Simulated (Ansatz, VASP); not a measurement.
## Two plane-wave programs on Sb

```
Sb
1.0
    -1.87087    1.87087    1.87087
     1.87087   -1.87087    1.87087
     1.87087    1.87087   -1.87087
Sb
1
Direct
  0.00000 0.00000 0.00000
```

Alike in both runs: functional PBEsol; k mesh 10 × 10 × 10; no spin polarisation.

Ansatz relaxed the structure, and its values are those at the end. VASP's run is a single point on that final structure, the one shown.

|  | VASP | Ansatz |
| --- | --- | --- |
| version | VASP 6.6.1 | Ansatz 0.2.0 |
| potentials or method | VASP PAW PBE potentials, release 64 (Sb), cutoff 520 eV | plane waves, PAW |
| occupations | fermi-dirac, width 0.1 eV | fermi-dirac |
| valence electrons in the cell | 5 | 15 |

|  | VASP | Ansatz | Ansatz less VASP |
| --- | --- | --- | --- |
| pressure (GPa) | 0.0 | 0.0 | 0.00 |

VASP's potentials were made for PBE, not for PBEsol. VASP's potentials hold 5 valence electrons a cell and Ansatz's 15, so a difference there can come from the potentials and not from the codes.

Spin-orbit coupling is off throughout.
